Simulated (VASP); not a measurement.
# HgTe (I-4m2) in VASP: notebook

The runs below take HgTe through single point, with PBEsol.

All numbers are computed with VASP 6.6.1; they aren't measurements. Logs are shortened: lines on timing, memory, paths and dates and some standing lists are left out, and cuts for length are marked.

## (1) The cell of the first run

It takes space group I-4m2 (No. 119, tetragonal). Conventional cell: a = 4.376 Å, b = 4.376 Å, c = 6.963 Å, α = 90.00°, β = 90.00°, γ = 90.00°. Hg (site symmetry -4m2) has 4 Te at 2.80 Å within 3.7 Å. Within 3.7 Å of Te (site symmetry -4m2) lie 4 Hg at 2.80 Å.

## (2) Single point, PBEsol (strain -0.040 along x and y, +0.080 along z)

The input, INCAR:

```
SYSTEM = HgTe
  PREC = Accurate
  ENCUT = 520
  EDIFF = 1E-6
  ISMEAR = 0
  SIGMA = 0.15
  LREAL = .FALSE.
  LASPH = .TRUE.
  NELM = 80
  ALGO = Normal
  ISIF = 2
  LWAVE = .FALSE.
  LCHARG = .TRUE.
  GGA = PS
  LELF = .TRUE.
  LVHAR = .TRUE.
  NBANDS = 16
```

The input, KPOINTS:

```
Automatic mesh
0
G
  14 14 14
  0 0 0
```

The input, POSCAR:

```
HgTe
1.0
    0.0000000000      3.0945600000      3.4813800000
    3.0945600000      0.0000000000      3.4813800000
    3.0945600000      3.0945600000      0.0000000000
Hg Te
1 1
Direct
    0.0000000000      0.0000000000      0.0000000000
    0.7500000000      0.7500000000      0.7500000000
```

Potentials or basis: VASP PAW PBE potentials, release 64 (Hg, Te).

On the command line:

```sh
cat potpaw_PBE.64/Hg/POTCAR potpaw_PBE.64/Te/POTCAR > POTCAR
mpirun -np 1 vasp_std > vasp.out
```

OUTCAR:

```text
SYSTEM = HgTe
   PREC = Accurate
   ENCUT = 520
   EDIFF = 1E-6
   ISMEAR = 0
   LREAL = .FALSE.
   LASPH = .TRUE.
   NELM = 80
   ISIF = 2
   GGA = PS

 ion  position               nearest neighbor table
   1  0.000  0.000  0.000-   2 2.80   2 2.80   2 2.80   2 2.80
   2  0.750  0.750  0.750-   1 2.80   1 2.80   1 2.80   1 2.80

  LATTYP: Found a body centered tetragonal cell.
 ALAT       =     4.3763687216
 C/A-ratio  =     1.5909902577

  Lattice vectors:

 A1 = (  -3.0945600000,   0.0000000000,   3.4813800000)
 A2 = (   3.0945600000,   0.0000000000,   3.4813800000)
 A3 = (   0.0000000000,   3.0945600000,  -3.4813800000)

Analysis of symmetry for initial positions (statically):
=====================================================================
 Subroutine PRICEL returns:
 Original cell was already a primitive cell.

 Routine SETGRP: Setting up the symmetry group for a
 body centered tetragonal supercell.

 Subroutine GETGRP returns: Found  8 space group operations
 (whereof  8 operations were pure point group operations)
 out of a pool of 16 trial point group operations.

The static configuration has the point symmetry D_2d.

Analysis of symmetry for dynamics (positions and initial velocities):
=====================================================================
 Subroutine PRICEL returns:
 Original cell was already a primitive cell.

 Routine SETGRP: Setting up the symmetry group for a
 body centered tetragonal supercell.

 Subroutine GETGRP returns: Found  8 space group operations
 (whereof  8 operations were pure point group operations)
 out of a pool of 16 trial point group operations.

The dynamic configuration has the point symmetry D_2d.

 Subroutine INISYM returns: Found  8 space group operations
 (whereof  8 operations are pure point group operations),
 and found     1 'primitive' translations

----------------------------------------------------------------------------------------

                                     Primitive cell

  volume of cell :      66.6775

  direct lattice vectors                    reciprocal lattice vectors
     0.000000000  3.094560000  3.481380000    -0.161573859  0.161573859  0.143621208
     3.094560000  0.000000000  3.481380000     0.161573859 -0.161573859  0.143621208
     3.094560000  3.094560000  0.000000000     0.161573859  0.161573859 -0.143621208

  length of vectors
     4.657929615  4.657929615  4.376368722     0.269887523  0.269887523  0.269887523

  position of ions in fractional coordinates (direct lattice)
     0.000000000  0.000000000  0.000000000
     0.750000000  0.750000000  0.750000000

  ion indices of the primitive-cell ions
   primitive index   ion index
                 1           1
                 2           2

----------------------------------------------------------------------------------------

 KPOINTS: Automatic mesh

Automatic generation of k-mesh.
 Grid dimensions read from file:
 generate k-points for:   14   14   14

 Generating k-lattice:

  Cartesian coordinates                     Fractional coordinates (reciprocal lattice)
    -0.011540990  0.011540990  0.010258658     0.071428571  0.000000000  0.000000000
     0.011540990 -0.011540990  0.010258658     0.000000000  0.071428571  0.000000000
     0.011540990  0.011540990 -0.010258658    -0.000000000 -0.000000000  0.071428571

  Length of vectors
     0.019277680  0.019277680  0.019277680

  Shift w.r.t. Gamma in fractional coordinates (k-lattice)
     0.000000000  0.000000000  0.000000000

 Subroutine IBZKPT returns following result:
 ===========================================

 Found    244 irreducible k-points:

 Following reciprocal coordinates:
            Coordinates               Weight
  0.000000  0.000000  0.000000      1.000000
  0.071429  0.000000  0.000000      8.000000
  0.142857  0.000000  0.000000      8.000000
  0.214286  0.000000  0.000000      8.000000
  0.285714  0.000000  0.000000      8.000000
  0.357143  0.000000  0.000000      8.000000
[... 16 lines left out ...]
  0.214286  0.142857  0.000000      8.000000
  0.285714  0.142857  0.000000      8.000000
 [... further k-points ...]
   k-points           NKPTS =    244   k-points in BZ     NKDIM =    244   number of bands    NBANDS=     16
   number of dos      NEDOS =    301   number of ions     NIONS =      2
   total plane-waves  NPLWV =  46656
   dimension x,y,z NGX =    36 NGY =   36 NGZ =   36
   dimension x,y,z NGXF=    72 NGYF=   72 NGZF=   72
   ions per type =               1   1
   NGX,Y,Z   is equivalent  to a cutoff of  12.85, 12.85, 13.68 a.u.
   NGXF,Y,Z  is equivalent  to a cutoff of  25.70, 25.70, 27.35 a.u.
 SYSTEM =  HgTe
   PREC   = accura    normal or accurate (medium, high low for compatibility)
   ISTART =      0    job   : 0-new  1-cont  2-samecut
   ICHARG =      2    charge: 1-file 2-atom 10-const
   ISPIN  =      1    spin polarized calculation?
   LNONCOLLINEAR =      F non collinear calculations
   LSORBIT =      F    spin-orbit coupling
   LASPH  =      T    aspherical Exc in radial PAW
   ENCUT  =  520.0 eV  38.22 Ry    6.18 a.u.   8.66  8.66  8.14*2*pi/ulx,y,z
   NELM   =     80;   NELMIN=  2; NELMDL= -5     # of ELM steps
   EDIFF  = 0.1E-05   stopping-criterion for ELM
   LREAL  =      F    real-space projection
   EDIFFG = 0.1E-04   stopping-criterion for IOM
   NSW    =      0    number of steps for IOM
   IBRION =     -1    ionic relax: 0-MD 1-quasi-New 2-CG
   NFREE  =      0    steps in history (QN), initial steepest desc. (CG)
   ISIF   =      2    stress and relaxation
   ISYM   =      2    0-nonsym 1-usesym 2-fastsym
   POTIM  = 0.5000    time-step for ionic-motion
   TEBEG  =    0.0;   TEEND  =   0.0 temperature during run
   PSTRESS=    0.0 pullay stress
   NELECT =      18.0000    total number of electrons
   NUPDOWN=      -1.0000    fix difference up-down
   EMIN   =  10.00;   EMAX   =-10.00  energy-range for DOS
   EFERMI =   0.00;   METHOD = LEGACY
   ISMEAR =     0;   SIGMA  =   0.15  broadening in eV -4-tet -1-fermi 0-gaus
   EFERMI_NEDOS =   21; number of points for ismear=-14 and -15
   IALGO  =     38    algorithm
   IMIX   =      4    mixing-type and parameters
     AMIX     =   0.40;   BMIX     =  1.00
     AMIX_MAG =   1.60;   BMIX_MAG =  1.00
  volume/ion in A,a.u.               =      33.34       224.98
  Fermi-wavevector in a.u.,A,eV,Ry     =   1.058049  1.999423 15.231292  1.119468
  Thomas-Fermi vector in A             =   2.193345
   LORBIT       =      0    0 simple, 1 ext, 2 COOP (PROOUT), +10 PAW based schemes
   GGA     = PS    functional components
   LHFCALC =     F    Hartree Fock is set to
   AEXX    =    0.0000 exact exchange contribution
   IVDW    =     0    specifies the selected vdW correction
   LEPSILON=     F    determine dielectric tensor
   LRPA    =     F    only Hartree local field effects (RPA)
 non-spin polarized calculation
 Gauss-broadening in eV      SIGMA  =   0.15
  energy-cutoff  :      520.00
  volume of cell :       66.68
 maximum number of plane-waves:      1829
   NGX = 17   NGY = 17   NGZ = 17

 number of electron      17.9999999 magnetization

 Free energy of the ion-electron system (eV)
  ---------------------------------------------------
  ext. energy  EPLUGINS =         0.00000000
  ---------------------------------------------------
  free energy    TOTEN  =        -4.33125787 eV

  energy without entropy =       -4.33086893  energy(sigma->0) =       -4.33106340

 E-fermi :   3.2916     XC(G=0):  -9.0080

 val. band max:        3.2123840268   @ k =   0.0000   0.0000   0.0000
 cond. band min:       3.4088894255   @ k =   0.0714   0.0714   0.0000
 fundamental gap:      0.1965053987
 Fermi energy:         3.2916054724

 k-point     1 :       0.0000    0.0000    0.0000
  band No.  band energies     occupation
      1      -9.0082      2.00000
      2      -4.3318      2.00000
      3      -4.2945      2.00000
      4      -4.2945      2.00000
      5      -3.8203      2.00000
      6      -3.7308      2.00000
[... 8 lines left out ...]
     15      11.5976      0.00000
     16      11.9133      0.00000

 k-point     2 :       0.0714    0.0000    0.0000
  band No.  band energies     occupation
      1      -8.9811      2.00000
      2      -4.3270      2.00000
      3      -4.2868      2.00000
      4      -4.2856      2.00000
      5      -3.8192      2.00000
      6      -3.7331      2.00000
[... 8 lines left out ...]
     15      11.2916      0.00000
     16      12.4225      0.00000

 k-point     3 :       0.1429    0.0000    0.0000
  band No.  band energies     occupation
      1      -8.9037      2.00000
      2      -4.3122      2.00000
      3      -4.2653      2.00000
      4      -4.2565      2.00000
      5      -3.8145      2.00000
      6      -3.7392      2.00000
[... 8 lines left out ...]
     15      11.2745      0.00000
     16      12.1909      0.00000

 k-point     4 :       0.2143    0.0000    0.0000
  band No.  band energies     occupation
      1      -8.7880      2.00000
      2      -4.2873      2.00000
      3      -4.2350      2.00000
      4      -4.1994      2.00000
      5      -3.8032      2.00000
      6      -3.7467      2.00000
[... 8 lines left out ...]
     15      11.5999      0.00000
     16      11.8524      0.00000
[... 324 lines left out ...]
 k-point    22 :       0.1429    0.1429    0.0000
  band No.  band energies     occupation
      1      -8.8826      2.00000
      2      -4.3159      2.00000
      3      -4.2398      2.00000
      4      -4.2398      2.00000
      5      -3.8417      2.00000
      6      -3.7239      2.00000
[... 8 lines left out ...]
     15      10.7157      0.00000
     16      13.4913      0.00000

 k-point    23 :       0.2143    0.1429    0.0000
  band No.  band energies     occupation
      1      -8.8014      2.00000
      2      -4.2949      2.00000
      3      -4.2094      2.00000
      4      -4.2064      2.00000
      5      -3.8471      2.00000
      6      -3.7229      2.00000
[... 8 lines left out ...]
     15      11.4176      0.00000
     16      13.1026      0.00000

 k-point    24 :       0.2857    0.1429    0.0000
  band No.  band energies     occupation
      1      -8.6882      2.00000
      2      -4.2585      2.00000
      3      -4.1755      2.00000
      4      -4.1450      2.00000
      5      -3.8426      2.00000
      6      -3.7253      2.00000
[... 8 lines left out ...]
     15      12.0579      0.00000
     16      12.7960      0.00000

 [... further k-points ...]

------------------------ aborting loop because EDIFF is reached ----------------------------------------

  FORCE on cell =-STRESS in cart. coord.  units (eV):
  Direction    XX          YY          ZZ          XY          YZ          ZX
  --------------------------------------------------------------------------------------
  -------------------------------------------------------------------------------------
  Total        0.9012842      0.9012842     -0.0169979      0.0000000      0.0000000     -0.0000000
  in kB       21.6567398     21.6567398     -0.4084382      0.0000000      0.0000000     -0.0000000
  external PRESSURE =      14.3016805 kB  Pullay stress =       0.0000000 kB

 VOLUME and BASIS-vectors are now :
 -----------------------------------------------------------------------------
  energy-cutoff  :      520.00
  volume of cell :       66.68
      direct lattice vectors                 reciprocal lattice vectors
     0.000000000  3.094560000  3.481380000    -0.161573859  0.161573859  0.143621208
     3.094560000  0.000000000  3.481380000     0.161573859 -0.161573859  0.143621208
     3.094560000  3.094560000  0.000000000     0.161573859  0.161573859 -0.143621208

 POSITION                                       TOTAL-FORCE (eV/Angst)
 -----------------------------------------------------------------------------------
      0.00000      0.00000      0.00000         0.000000      0.000000      0.000000
      4.64184      4.64184      5.22207        -0.000000     -0.000000      0.000000
 -----------------------------------------------------------------------------------
    total drift:                               -0.000000     -0.000000     -0.000000

  FREE ENERGIE OF THE ION-ELECTRON SYSTEM (eV)
  ---------------------------------------------------
  free  energy   TOTEN  =        -4.3312578696 eV

  energy  without entropy=       -4.3308689253  energy(sigma->0) =       -4.33106340
```

It took 3.7 min on 1 thread of Intel Xeon Platinum 8488C (Sapphire Rapids), shared host; peak memory 0.4 GiB.

Results:

- Free energy: -4.3313 eV
- Pressure: 1.4 GPa
- Band gap on the k mesh: zero (filled and empty bands touch)

Caveat: the cell differs from its parent crystal (strain -0.040 along x and y, +0.080 along z); semilocal functionals underestimate gaps, so a narrow gap can read as zero; the PAW data sets were made with another functional, which shifts forces and pressure a little; spin-orbit coupling is left out, which moves the levels of the heavy elements.

## (3) Single point, PBEsol (strain +0.040 along x and y, -0.040 along z)

The input, INCAR:

```
SYSTEM = HgTe
PREC = Accurate
ENCUT = 520
EDIFF = 1E-6
ISMEAR = 0
SIGMA = 0.15
LREAL = .False.
LASPH = .True.
NELM = 60
ALGO = Normal
ISIF = 2
LWAVE = .False.
LCHARG = .True.
GGA = PS
LELF = .True.
LVHAR = .True.
NBANDS = 16
```

The input, KPOINTS:

```
Automatic mesh
0
Gamma
  14 14 14
  0 0 0
```

The input, POSCAR:

```
HgTe
1.0
    0.0000000000      3.3524400000      3.0945600000
    3.3524400000      0.0000000000      3.0945600000
    3.3524400000      3.3524400000      0.0000000000
Hg Te
1 1
Direct
    0.0000000000      0.0000000000      0.0000000000
    0.7500000000      0.7500000000      0.7500000000
```

Potentials or basis: VASP PAW PBE potentials, release 64 (Hg, Te).

On the command line:

```sh
cat potpaw_PBE.64/Hg/POTCAR potpaw_PBE.64/Te/POTCAR > POTCAR
mpirun -np 1 vasp_std > vasp.out
```

Run time: 3.1 min. Hardware: 1 thread of Intel Xeon Platinum 8488C (Sapphire Rapids), shared host; peak memory 0.41 GiB.

It converged, with:

| Quantity | Value |
| --- | --- |
| Free energy | -4.3637 eV |
| Pressure | -0.4 GPa |

Stress tensor (GPa, compression positive):
```
-0.73  0.00  0.00
 0.00 -0.73  0.00
 0.00  0.00  0.40
```

Levels at points of the mesh, in eV from the Fermi level:
| k point | band 6 | band 7 | band 8 | band 9 | band 10 | band 11 | band 12 | band 13 |
| --- | --- | --- | --- | --- | --- | --- | --- | --- |
| (0.00, 0.00, 0.00) | -6.80 | -1.05 | -0.25 | -0.25 | -0.02 | 4.11 | 4.12 | 4.12 |
| (0.50, 0.00, 0.00) | -6.54 | -5.48 | -1.26 | -0.93 | 0.44 | 4.65 | 5.11 | 6.61 |
| (0.50, 0.50, 0.00) | -6.32 | -5.21 | -2.52 | -2.52 | 1.33 | 2.11 | 8.14 | 8.55 |
| (0.50, 0.00, 0.50) | -6.45 | -5.56 | -2.28 | -2.11 | 1.89 | 2.41 | 7.63 | 8.18 |

Caveat: the cell differs from its parent crystal (strain +0.040 along x and y, -0.040 along z); the PAW data sets were made with another functional, which shifts forces and pressure a little; spin-orbit coupling is left out, which moves the levels of the heavy elements.

## (4) Single point, PBEsol (strain +0.000 along x and y, +0.080 along z)

The input, INCAR:

```
SYSTEM = HgTe
PREC = Accurate ; ENCUT = 520
EDIFF = 1E-6 ; ISMEAR = 0
SIGMA = 0.15 ; LREAL = .FALSE.
LASPH = .TRUE. ; NELM = 60
ALGO = Normal ; ISIF = 2
LWAVE = .FALSE. ; LCHARG = .FALSE.
GGA = PS ; NBANDS = 16
```

The input, KPOINTS:

```
Automatic mesh
0
G
  14 14 14
  0 0 0
```

The input, POSCAR:

```
HgTe
1.0
    0.0000000000      3.2235000000      3.4813800000
    3.2235000000      0.0000000000      3.4813800000
    3.2235000000      3.2235000000      0.0000000000
Hg Te
1 1
Direct
    0.0000000000      0.0000000000      0.0000000000
    0.7500000000      0.7500000000      0.7500000000
```

On the command line:

```sh
cat potpaw_PBE.64/Hg/POTCAR potpaw_PBE.64/Te/POTCAR > POTCAR
mpirun -np 1 vasp_std > vasp.out
```

Run time: 3.1 min. Hardware: 1 thread of Intel Xeon Platinum 8488C (Sapphire Rapids), shared host; peak memory 0.42 GiB.

It converged, with:

```yaml
Free_energy: -4.3439 eV
Pressure: -1.8 GPa
Band_gap_on_the_k_mesh: zero (filled and empty bands touch)
```

Stress tensor (GPa, compression positive):
```
-1.28  0.00  0.00
 0.00 -1.28  0.00
 0.00  0.00 -2.76
```

Levels at points of the mesh, in eV from the Fermi level:
```tsv
k point	band 5	band 6	band 7	band 8	band 9	band 10	band 11	band 12	band 13	band 14
(0.00, 0.00, 0.00)	-6.69	-6.64	-1.15	-0.37	-0.08	-0.08	4.16	4.16	4.18	6.17
(0.50, 0.00, 0.00)	-6.65	-6.41	-5.24	-1.20	-0.85	0.44	4.73	5.09	6.56	7.45
(0.50, 0.50, 0.00)	-6.61	-6.37	-5.48	-1.96	-1.96	2.04	2.61	7.37	8.35	8.35
(0.50, 0.00, 0.50)	-6.62	-6.26	-5.13	-2.33	-2.17	1.52	2.30	7.80	8.05	8.38
```

Caveat: the cell differs from its parent crystal (strain +0.000 along x and y, +0.080 along z); semilocal functionals underestimate gaps, so a narrow gap can read as zero; the PAW data sets were made with another functional, which shifts forces and pressure a little; spin-orbit coupling is left out, which moves the levels of the heavy elements.

## (5) Single point, PBEsol (strain +0.040 along x and y, +0.000 along z)

The input, INCAR:

```
PREC = Accurate
ENCUT = 520
EDIFF = 1E-6
ISMEAR = 0
SIGMA = 0.15
LREAL = F
LASPH = T
NELM = 60
ALGO = Normal
ISIF = 2
LWAVE = F
LCHARG = F
GGA = PS
NBANDS = 16
```

The input, KPOINTS:

```
regular mesh
0
Gamma
  14 14 14
```

The input, POSCAR:

```
HgTe
1.0
    0.0000000000      3.3524400000      3.2235000000
    3.3524400000      0.0000000000      3.2235000000
    3.3524400000      3.3524400000      0.0000000000
Hg Te
1 1
Direct
    0.0000000000      0.0000000000      0.0000000000
    0.7500000000      0.7500000000      0.7500000000
```

On the command line:

```sh
cat potpaw_PBE.64/Hg/POTCAR potpaw_PBE.64/Te/POTCAR > POTCAR
mpirun -np 1 vasp_std > vasp.out
```

Wall time 3.1 min (1 thread of Intel Xeon Platinum 8488C (Sapphire Rapids), shared host); peak memory 0.43 GiB.

The run converged. Its results:

* Free energy: -4.3554 eV
* Pressure: -1.8 GPa

Stress tensor (GPa, compression positive):
```
-1.98  0.00  0.00
 0.00 -1.98  0.00
 0.00  0.00 -1.35
```

Levels at points of the mesh, in eV from the Fermi level:
```tsv
k point	band 6	band 7	band 8	band 9	band 10	band 11	band 12	band 13
(0.00, 0.00, 0.00)	-6.62	-1.10	-0.18	-0.18	-0.06	4.17	4.18	4.18
(0.50, 0.00, 0.00)	-6.38	-5.22	-1.08	-0.92	0.49	4.81	5.02	6.57
(0.50, 0.50, 0.00)	-6.22	-5.11	-2.23	-2.23	1.55	2.34	7.87	8.40
(0.50, 0.00, 0.50)	-6.28	-5.28	-2.12	-2.04	1.81	2.48	7.63	8.25
```

Caveat: the cell differs from its parent crystal (strain +0.040 along x and y, +0.000 along z); the PAW data sets were made with another functional, which shifts forces and pressure a little; spin-orbit coupling is left out, which moves the levels of the heavy elements.

## (6) The runs side by side

```csv
cell,gap on the mesh (eV),pressure (GPa)
"a = 4.658, b = 4.658, c = 4.376 Å, angles 62.0, 62.0, 56.0°, 2 atoms",none,1.4
"a = 4.562, b = 4.562, c = 4.741 Å, angles 58.7, 58.7, 62.6°, 2 atoms",-,-0.4
"a = 4.745, b = 4.745, c = 4.559 Å, angles 61.3, 61.3, 57.4°, 2 atoms",none,-1.8
"a = 4.651, b = 4.651, c = 4.741 Å, angles 59.4, 59.4, 61.3°, 2 atoms",-,-1.8
```

Alike in all rows: task single point; level PBEsol; potentials or basis VASP PAW PBE potentials, release 64 (Hg, Te); no spin polarisation; k mesh 14 × 14 × 14; cutoff (eV) 520; smearing gaussian 0.15 eV.

Caveats: the PAW data sets were made with another functional, which shifts forces and pressure a little; spin-orbit coupling is left out, which moves the levels of the heavy elements; semilocal functionals underestimate gaps, so a narrow gap can read as zero (at least some runs).

Total energies depend on the potentials used, so only differences within one code and one set of settings carry meaning.
